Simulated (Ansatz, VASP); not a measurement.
## One calculation of ZnS, two programs

```
CELL_PARAMETERS angstrom
0.00000 2.82610 2.82610
2.82610 0.00000 2.82610
2.82610 2.82610 0.00000
ATOMIC_POSITIONS crystal
Zn 0.00000 0.00000 0.00000
S 0.25000 0.25000 0.25000
```

Change from the starting cell: hydrostatic strain +4.9%.

Alike in both runs: task single point; functional r2SCAN; k mesh 8 × 8 × 8; no spin polarisation.

```csv
,VASP,Ansatz
version,VASP 6.6.1,Ansatz 0.2.0
potentials or method,"VASP PAW PBE potentials, release 64 (Zn, S)","plane waves, PAW"
plane-wave cutoff (eV),520,500
occupations,"gaussian, width 0.01 eV",fixed
valence electrons in the cell,18,18
```

```csv
,VASP,Ansatz,Ansatz less VASP
gap on the k mesh at the Fermi level (eV),2.07,2.07,-0.001
pressure (GPa),-8.2,-8.2,-0.01
```

VASP's potentials were made for PBE, not for r2SCAN.
